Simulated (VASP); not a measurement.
Set up this calculation in VASP 6.6.1, as the native input.

```
Task                   : single point
Functional             : PBE
Potentials or basis    : VASP PAW PBE potentials, release 64 (W_sv)
Cutoff                 : 400 eV
k mesh                 : 10 × 10 × 1
Occupations            : methfessel-paxton, width 0.1 eV
Spin                   : no spin polarisation
Dipole correction      : yes
Further INCAR settings : ALGO = Normal; EDIFF = 1e-06; NBANDS = 28; NELMDL = -8
```

The structure of W lies in POSCAR:

```
W
1.0
    3.1646185120      0.0000000000      0.0000000000
    0.0000000000      3.1646185120      0.0000000000
    0.0000000000      0.0000000000     22.0218974165
W
3
Direct
    0.5000000000      0.5000000000      0.5644410919
    0.0000000000      0.0000000000      0.6355714081
    0.5000000000      0.5000000000      0.7011887453
```

The input as run:

INCAR

```
ALGO = Normal ; DIPOL = 0.5 0.5 0.634
EDIFF = 1E-6 ; ENCUT = 400
GGA = PE ; GGA_COMPAT = F
IDIPOL = 3 ; ISIF = 2
ISMEAR = 1 ; LASPH = T
LCHARG = T ; LDIPOL = T
LELF = T ; LREAL = F
LVACPOTAV = T ; LVHAR = T
LWAVE = F ; NBANDS = 28
NELM = 120 ; NELMDL = -8
PREC = Accurate ; SIGMA = 0.1
```

KPOINTS

```
k-points
0
Gamma
  10 10 1
```

Potentials or basis: VASP PAW PBE potentials, release 64 (W_sv).

Launch:

```bash
$ cat potpaw_PBE.64/W_sv/POTCAR > POTCAR
$ mpirun -np 1 vasp_std > vasp.out
```

Results of the run:

| Quantity | Value |
| --- | --- |
| Largest force | 0.794 eV/Å |
| Band gap on the k mesh | zero (bands 21 and 22 overlap by 1.32 eV) |

Caveat: spin-orbit coupling is left out, which moves the levels of the heavy elements.

Run time: 4.3 min on 1 thread of Intel Xeon 8259CL (shared host), peak memory 0.28 GiB.
